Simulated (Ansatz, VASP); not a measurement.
## TiB2: VASP beside Ansatz

```
Ti B
1.0
     3.02920   -0.03029   -0.03029
    -1.54083    2.63851   -0.01109
    -0.03228   -0.03228    3.22840
Ti B
1 2
Direct
  0.00000 0.00000 0.00000
  0.33333 0.66667 0.50000
  0.66667 0.33333 0.50000
```

Change from the starting cell: equal xy, yz and zx shear strains of -2 %.

Alike in both runs: task single point; functional PBEsol; k mesh 15 × 15 × 13; occupations fermi-dirac, width 0.08 eV; no spin polarisation.

|  | VASP | Ansatz |
| --- | --- | --- |
| version | VASP 6.6.1 | Ansatz 0.2.0 |
| potentials or method | VASP PAW PBE potentials, release 64 (Ti_sv, B), cutoff 520 eV | all-electron LAPW, scalar-relativistic |

|  | VASP | Ansatz | Ansatz less VASP |
| --- | --- | --- | --- |
| pressure (GPa) | -4.4 | -4.8 | -0.42 |
| traceless stress, the component that is largest in VASP (GPa) | 6.05 | 6.05 | -0.003 |
| rms of the force components (eV/Å) | 0.034 | 0.033 | -0.0011 |

VASP's potentials were made for PBE, not for PBEsol. Atom by atom the forces differ by 0.001 eV/Å (rms over components). Ansatz ran all-electron here, and VASP with PAW potentials.
